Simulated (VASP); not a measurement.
# Sb (P6/mmm) in VASP: notebook, part 2 of 2

VASP 6.6.1.

## (6) Single point, LDA

The input, INCAR:

```
SYSTEM = Sb
PREC = Accurate ; ENCUT = 520
EDIFF = 1E-6 ; ISMEAR = -1
SIGMA = 0.1 ; LREAL = .FALSE.
LASPH = .TRUE. ; NELM = 60
ALGO = Normal ; ISIF = 2
LWAVE = .FALSE. ; LCHARG = .TRUE.
GGA = CA ; LELF = .TRUE.
LVHAR = .TRUE. ; NBANDS = 14
```

The input, KPOINTS:

```
regular mesh
0
G
  8 8 11
  0 0 0
```

The input, POSCAR:

```
Sb
1.0
    5.3146666319      0.0000000000      0.0000000000
   -2.6573333159      4.6026363158      0.0000000000
    0.0000000000      0.0000000000      3.1705168931
Sb
3
Direct
    1.0000000000      0.0000000000      1.0000000000
    0.3333333333      0.6666666667      0.5000000000
    0.6666666667      0.3333333333      0.5000000000
```

Potentials or basis: VASP PAW LDA potentials, release 64 (Sb).

Launch:

```
$ cat potpaw_LDA.64/Sb/POTCAR > POTCAR
$ mpirun -np 1 vasp_std > vasp.out
```

OUTCAR:

```text
SYSTEM = Sb
   PREC = Accurate
   ENCUT = 520
   EDIFF = 1E-6
   ISMEAR = -1
   LREAL = .FALSE.
   LASPH = .TRUE.
   NELM = 60
   ISIF = 2
   GGA = CA

 ion  position               nearest neighbor table
   1  0.000  0.000  0.000-   2 3.45   3 3.45   2 3.45   3 3.45   2 3.45   2 3.45   3 3.45   3 3.45
                             3 3.45   3 3.45   2 3.45   2 3.45
   2  0.333  0.667  0.500-   3 3.07   3 3.07   3 3.07   1 3.45   1 3.45   1 3.45   1 3.45   1 3.45
                             1 3.45
   3  0.667  0.333  0.500-   2 3.07   2 3.07   2 3.07   1 3.45   1 3.45   1 3.45   1 3.45   1 3.45
                             1 3.45

  LATTYP: Found a hexagonal cell.
 ALAT       =     5.3146666319
 C/A-ratio  =     0.5965598809

  Lattice vectors:

 A1 = (   5.3146666319,   0.0000000000,   0.0000000000)
 A2 = (  -2.6573333159,   4.6026363158,   0.0000000000)
 A3 = (   0.0000000000,   0.0000000000,   3.1705168931)

Analysis of symmetry for initial positions (statically):
=====================================================================
 Subroutine PRICEL returns:
 Original cell was already a primitive cell.

 Routine SETGRP: Setting up the symmetry group for a
 hexagonal supercell.

 Subroutine GETGRP returns: Found 24 space group operations
[... 180 lines left out ...]
      5       4.7321      2.00000
      6       5.0130      2.00000
      7       5.0130      2.00000
      8      10.5613      0.00000
      9      14.4998      0.00000
     10      14.4998      0.00000
     11      14.5133      0.00000
     12      14.9044      0.00000
     13      14.9339      0.00000
     14      19.2031      0.00000
[... 377 lines left out ...]
      1      -2.8721      2.00000
      2      -1.1888      2.00000
      3       0.3046      2.00000
      4       3.5945      2.00000
      5       6.5867      2.00000
      6       8.3310      1.98617
      7       8.8602      0.83884
      8       9.0971      0.12659
      9      10.5608      0.00000
     10      10.9355      0.00000
     11      11.1837      0.00000
     12      11.7150      0.00000
     13      15.1583      0.00000
     14      16.7436      0.00000

 [... further k-points ...]
[... 5 lines left out ...]
  --------------------------------------------------------------------------------------
  -------------------------------------------------------------------------------------
  Total        0.3484881      0.3484881     -0.7811627      0.0000000     -0.0000000      0.0000000
  in kB        7.1992263      7.1992263    -16.1376135      0.0000000     -0.0000000      0.0000000
  external PRESSURE =      -0.5797203 kB  Pullay stress =       0.0000000 kB

 VOLUME and BASIS-vectors are now :
 -----------------------------------------------------------------------------
  energy-cutoff  :      520.00
  volume of cell :       77.56
      direct lattice vectors                 reciprocal lattice vectors
     5.314666632  0.000000000  0.000000000     0.188158556  0.108633393  0.000000000
    -2.657333316  4.602636316  0.000000000     0.000000000  0.217266786  0.000000000
     0.000000000  0.000000000  3.170516893     0.000000000  0.000000000  0.315405984

 POSITION                                       TOTAL-FORCE (eV/Angst)
 -----------------------------------------------------------------------------------
      0.00000      0.00000      0.00000        -0.000000     -0.000000      0.000000
     -0.00000      3.06842      1.58526         0.000000     -0.000000     -0.000000
      2.65733      1.53421      1.58526        -0.000000      0.000000      0.000000
 -----------------------------------------------------------------------------------
    total drift:                                0.000000     -0.000000      0.000000

  FREE ENERGIE OF THE ION-ELECTRON SYSTEM (eV)
  ---------------------------------------------------
  free  energy   TOTEN  =       -13.8550634915 eV

  energy  without entropy=      -13.8007672140  energy(sigma->0) =      -13.82791535
```

OSZICAR:

```text
N       E                     dE             d eps       ncg     rms          rms(c)
DAV:   1     0.594896248991E+02    0.59490E+02   -0.47232E+03  1680   0.804E+02
DAV:   2    -0.103603911920E+02   -0.69850E+02   -0.65847E+02  2162   0.142E+02
DAV:   3    -0.138434641150E+02   -0.34831E+01   -0.34070E+01  2076   0.354E+01
DAV:   4    -0.138760723216E+02   -0.32608E-01   -0.32588E-01  1920   0.412E+00
DAV:   5    -0.138764305233E+02   -0.35820E-03   -0.35820E-03  2124   0.491E-01    0.350E+00
DAV:   6    -0.138626502093E+02    0.13780E-01   -0.47330E-03  1968   0.331E-01    0.201E+00
DAV:   7    -0.138550935107E+02    0.75567E-02   -0.82983E-03  1848   0.429E-01    0.457E-02
DAV:   8    -0.138550724365E+02    0.21074E-04   -0.14745E-04  2058   0.811E-02    0.337E-02
DAV:   9    -0.138550637089E+02    0.87276E-05   -0.85840E-06  1950   0.202E-02    0.885E-03
DAV:  10    -0.138550634915E+02    0.21738E-06   -0.60239E-07  1488   0.446E-03
   1 F= -.13855063E+02 E0= -.13827915E+02  d E =-.542963E-01
```

stdout:

```text
POSCAR found type information on POSCAR Sb
 POSCAR found :  1 types and       3 ions
 scaLAPACK will be used
 LDA part: xc-table for (Slater(with rela. corr.)+CA(PZ))
 , standard interpolation
 POSCAR, INCAR and KPOINTS ok, starting setup
 FFT: planning ... GRIDC
 FFT: planning ... GRID_SOFT
 FFT: planning ... GRID
 WAVECAR not read
 entering main loop
```

Wall time 72 s (1 thread of AMD EPYC 7R13, shared host); peak memory 0.16 GiB.

Results:

* Free energy: -13.8551 eV
* Pressure: -0.1 GPa

Caveat: spin-orbit coupling is left out, which moves the levels of the heavy elements.

## (7) Overview

| cell | k mesh | gap on the mesh (eV) | pressure (GPa) |
| --- | --- | --- | --- |
| a = 5.315, b = 5.315, c = 3.171 Å, angles 90.0, 90.0, 120.0°, 3 atoms | 7 × 7 × 10 | none | 0.1 |
| a = 5.093, b = 5.093, c = 3.038 Å, angles 90.0, 90.0, 120.0°, 3 atoms | 8 × 8 × 11 | none | 12.2 |
| a = 5.169, b = 5.169, c = 3.084 Å, angles 90.0, 90.0, 120.0°, 3 atoms | 8 × 8 × 11 | none | 7.2 |
| a = 5.243, b = 5.243, c = 3.128 Å, angles 90.0, 90.0, 120.0°, 3 atoms | 8 × 8 × 11 | none | 3.1 |
| a = 5.315, b = 5.315, c = 3.171 Å, angles 90.0, 90.0, 120.0°, 3 atoms | 8 × 8 × 11 | none | -0.1 |

Alike in all rows: task single point; level LDA; potentials or basis VASP PAW LDA potentials, release 64 (Sb); no spin polarisation; cutoff (eV) 520; smearing fermi-dirac 0.1 eV.

Caveats: spin-orbit coupling is left out, which moves the levels of the heavy elements.

Total energies depend on the potentials used, so only differences within one code and one set of settings carry meaning.
